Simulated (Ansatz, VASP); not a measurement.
## V in VASP and in Ansatz

File POSCAR:

```
V
1.0
   -1.8305095406      1.8304446831      1.2564898539
    1.8304446831     -1.8305095406      1.2564898539
    3.2731706276      3.2731706276     -1.2566086406
V
2
Direct
    0.9999495862      0.0000504138      0.0000000000
    0.7500504138      0.2499495862      0.5000000000
```

The input INCAR.step1:

```
SYSTEM = V
PREC = Accurate ; ENCUT = 520
ISMEAR = -1 ; SIGMA = 0.1
LREAL = .False. ; LASPH = .True.
NELM = 100 ; NBANDS = 20
GGA = PE ; ALGO = Normal
EDIFF = 1E-4 ; LWAVE = .True.
LCHARG = .False.
```

File INCAR.step2:

```
SYSTEM = V
PREC = Accurate ; ENCUT = 520
EDIFF = 1E-6 ; ISMEAR = -1
SIGMA = 0.1 ; LREAL = .False.
LASPH = .True. ; NELM = 100
ALGO = Normal ; ISIF = 2
LWAVE = .False. ; LCHARG = .False.
METAGGA = R2SCAN ; LMIXTAU = .True.
NBANDS = 20 ; ISTART = 1
```

File KPOINTS:

```
regular mesh
0
Gamma
  17 17 8
  0 0 0
```

Input for Ansatz:

```yaml
crystal:
  lattice:
    - [-1.8305095406, 1.8304446831, 1.2564898539]
    - [1.8304446831, -1.8305095406, 1.2564898539]
    - [3.2731706276, 3.2731706276, -1.2566086406]
  atoms:
    - { symbol: V, position: [0.9999495862, 5.04138e-05, 0.0] }
    - { symbol: V, position: [0.7500504138, 0.2499495862, 0.5] }
hamiltonian:
  xc: r2scan
  pseudopotentials:
    kind: paw
    azcp:
      V: "pseudopotentials/V.paw.azcp"
basis:
  ecutwfc: 500
  fft_grid_basis: typed
kpoints:
  mp_grid: { grid: [17, 17, 8], shift: [0, 0, 0] }
magnetization:
  spin_polarized: false
scf:
  occupations: { method: fermi_dirac, width: 0.1 }
  lower_state_search: "off"
output:
  stress: true
```

Alike in both runs: task single point; functional r2SCAN; k mesh 17 × 17 × 8; occupations fermi-dirac, width 0.1 eV; no spin polarisation.

|  | VASP | Ansatz |
| --- | --- | --- |
| version | VASP 6.6.1 | Ansatz 0.2.0 |
| potentials or method | VASP PAW PBE potentials, release 64 (V_sv), cutoff 520 eV | plane waves (500 eV) with PAW, scalar-relativistic |
| valence electrons in the cell | 26 | 26 |

```tsv
	VASP	Ansatz	Ansatz less VASP
pressure (GPa)	-16.6	-17.0	-0.45
traceless stress, the component that is largest in VASP (GPa)	0.46	0.40	-0.059
```

VASP's potentials were made for PBE, not for r2SCAN. With one functional, cell and mesh, what is left measures potentials, basis and numerics.
